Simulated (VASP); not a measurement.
Write the native input for VASP 6.6.1 that does the following.

| Item | Value |
| --- | --- |
| Task | single point |
| Functional | r2SCAN |
| Potentials or basis | VASP PAW PBE potentials, release 64 (Tl_d) |
| Cutoff | 520 eV |
| k mesh | 12 × 12 × 12 |
| Occupations | fermi-dirac, width 0.1 eV |
| Spin | no spin polarisation |
| Dipole correction | no |
| Further INCAR settings | ALGO = Normal; EDIFF = 1e-06; NBANDS = 12 |

The system is Tl.

```xyz
1
Lattice="0.0000 2.3958 2.3958 2.3958 0.0000 2.3958 2.3958 2.3958 0.0000" Properties=species:S:1:pos:R:3 pbc="T T T"
Tl    0.0000    0.0000    0.0000
```

This cell differs from its parent crystal: volume scaled by 0.92.

The input as run:

POSCAR

```
Tl
1.0
    0.0000000000      2.3958272487      2.3958272487
    2.3958272487      0.0000000000      2.3958272487
    2.3958272487      2.3958272487      0.0000000000
Tl
1
Direct
    0.0000000000      0.0000000000      0.0000000000
```

INCAR.step1

```
PREC     = Accurate       # precision mode
ENCUT    = 520            # plane-wave cutoff, eV
ISMEAR   = -1             # smearing method
SIGMA    = 0.1            # smearing width, eV
LREAL    = False          # projectors in reciprocal space
LASPH    = True           # aspherical terms in the spheres
NELM     = 60             # most SCF steps
NBANDS   = 12             # bands
GGA      = PE             # functional
ALGO     = Normal         # electronic algorithm
EDIFF    = 1E-4           # SCF threshold, eV
LWAVE    = True           # write WAVECAR
LCHARG   = False          # write CHGCAR
```

INCAR.step2

```
PREC     = Accurate       # precision mode
ENCUT    = 520            # plane-wave cutoff, eV
EDIFF    = 1E-6           # SCF threshold, eV
ISMEAR   = -1             # smearing method
SIGMA    = 0.1            # smearing width, eV
LREAL    = False          # projectors in reciprocal space
LASPH    = True           # aspherical terms in the spheres
NELM     = 60             # most SCF steps
ALGO     = Normal         # electronic algorithm
ISIF     = 2              # what is computed and relaxed
LWAVE    = False          # write WAVECAR
LCHARG   = True           # write CHGCAR
METAGGA  = R2SCAN         # meta-GGA
LMIXTAU  = True         
LELF     = True           # ELF
LVHAR    = True         
NBANDS   = 12             # bands
ISTART   = 1
```

KPOINTS

```
regular mesh
0
Gamma
  12 12 12
```

Potentials or basis: VASP PAW PBE potentials, release 64 (Tl_d).

Launch:

```sh
$ cat potpaw_PBE.64/Tl_d/POTCAR > POTCAR
$ cp INCAR.step1 INCAR
$ mpirun -np 1 vasp_std > vasp.out
$ cp INCAR.step2 INCAR
$ mpirun -np 1 vasp_std > vasp.out
```

It gave:

* Pressure: 3.3 GPa

Caveat: the PAW data sets were made with another functional, which shifts forces and pressure a little.

Run time: 83 s on 1 thread of AMD EPYC 9R45 96-Core Processor (Zen 5), with other jobs on the host, peak memory 0.14 GiB.
